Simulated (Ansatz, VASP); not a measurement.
## Two plane-wave programs on Nb

```
Nb
1.0
     0.00000    2.08642    2.08642
     2.08642    0.00000    2.08642
     2.08642    2.08642    0.00000
Nb
1
Direct
  0.00000 0.00000 0.00000
```

Alike in both runs: task single point; functional LDA; k mesh 11 × 11 × 11; occupations fermi-dirac, width 0.05 eV; no spin polarisation.

|  | VASP | Ansatz |
| --- | --- | --- |
| version | VASP 6.6.1 | Ansatz 0.2.0 |
| potentials or method | VASP PAW LDA potentials, release 64 (Nb_sv) | Ansatz PAW |
| plane-wave cutoff (eV) | 520 | 420 |
| valence electrons in the cell | 13 | 13 |

Ansatz gave:

```
gap on the k mesh at the Fermi level (eV) : none
pressure (GPa)                            : -4.7
```

Q: What did VASP give for the same quantities?

A: gap on the k mesh at the Fermi level (eV): none; pressure (GPa): -4.8.

LDA's correlation is that of Perdew and Zunger in VASP and of Perdew and Wang (1992) in Ansatz. A gap of «none» marks a metal or a gap that the smearing closes.
